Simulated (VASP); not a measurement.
Set up this calculation in VASP 6.6.1, as the native input.

```yaml
Task: relaxation of cell and atoms
Functional: PBEsol
Potentials_or_basis: VASP PAW PBE potentials, release 64 (Fe_sv)
Cutoff: 690 eV
k_mesh: 6 × 6 × 6
Occupations: gaussian, width 0.1 eV
Spin: no spin polarisation
Dipole_correction: no
Further_INCAR_settings: ALGO = Normal; EDIFF = 1e-07; IBRION = 2; EDIFFG = -0.04; NSW = 90; ISIF = 3
```

The structure of Fe lies in POSCAR:

```
Fe
1.0
    0.0000000000      2.3755431895      2.3755431895
    2.3755431895      0.0000000000      2.3755431895
    2.3755431895      2.3755431895      0.0000000000
Fe
2
Direct
    0.5000000000      0.5000000000      0.5000000000
    0.7500000000      0.7500000000      0.7500000000
```

This isn't the form of Fe at room conditions, which is bcc.

These files were run (other wordings do the same):

INCAR

```
SYSTEM = Fe
  PREC = Accurate
  ENCUT = 690
  EDIFF = 1E-7
  ISMEAR = 0
  SIGMA = 0.1
  LREAL = .FALSE.
  LASPH = .TRUE.
  NELM = 120
  ALGO = Normal
  ISIF = 3
  LWAVE = .FALSE.
  LCHARG = .FALSE.
  GGA = PS
  IBRION = 2
  NSW = 90
  EDIFFG = -0.04
  GGA_COMPAT = .FALSE.
  NELMIN = 4
```

KPOINTS

```
regular mesh
0
G
  6 6 6
  0 0 0
```

Potentials or basis: VASP PAW PBE potentials, release 64 (Fe_sv).

Run with:

```console
$ cat potpaw_PBE.64/Fe_sv/POTCAR > POTCAR
$ mpirun -np 1 vasp_std > vasp.out
```

It gave:

| Item | Value |
| --- | --- |
| Relaxed volume | 13.77 Å³/atom |
| Relaxed cell | a = 3.389 Å, b = 3.389 Å, c = 3.389 Å, α = 60.00°, β = 60.00°, γ = 60.00° |
| Space group after relaxing (to 0.1 Å) | Fd-3m (No. 227) |
| Energy gained by relaxing | 5.6 meV/atom |
| Ionic steps | 3 |
| Pressure after relaxing | 0.0 GPa |
| Band gap on the k mesh | zero (bands 16 and 17 overlap by 0.72 eV) |

Caveat: the k points lie up to 0.38 Å⁻¹ apart in the final cell, too coarse for converged energies and pressures of a metal; the PAW data sets were made with another functional, which shifts forces and pressure a little; the run has no spin polarisation, though such a crystal can be magnetic.

Wall time 32 s on 1 thread of Intel(R) Xeon(R) Platinum 8375C CPU @ 2.90GHz (Ice Lake) (shared host), peak memory 0.17 GiB.
